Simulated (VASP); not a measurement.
Ag, 1 atom in the cell. It takes space group Pm-3m (No. 221, cubic). Conventional cell: a = 2.686 Å, b = 2.686 Å, c = 2.686 Å, α = 90.00°, β = 90.00°, γ = 90.00°. Within 3.5 Å of Ag (site symmetry m-3m) lie 6 Ag at 2.69 Å. 

- Program: VASP 6.6.1
- Task: single point
- Functional: PBEsol
- Potentials or basis: VASP PAW PBE potentials, release 64 (Ag)
- Cutoff: 520 eV
- k mesh: 13 × 13 × 13
- Occupations: fermi-dirac, width 0.1 eV
- Spin: no spin polarisation
- Dipole correction: no
- Further INCAR settings: ALGO = Normal; EDIFF = 1e-06; NBANDS = 12

Potentials or basis: VASP PAW PBE potentials, release 64 (Ag).

Command:

```console
$ cat potpaw_PBE.64/Ag/POTCAR > POTCAR
$ mpirun -np 1 vasp_std > vasp.out
```

Hardware: 1 thread of Intel(R) Xeon(R) 6975P-C (Granite Rapids), on a shared host.

Problem. Estimate the wall time of this run.

Solution. Run time: 5.1 s on 1 thread of Intel(R) Xeon(R) 6975P-C (Granite Rapids), with other jobs on the host, peak memory 0.13 GiB. Counts: scf iterations 11, k points 84.
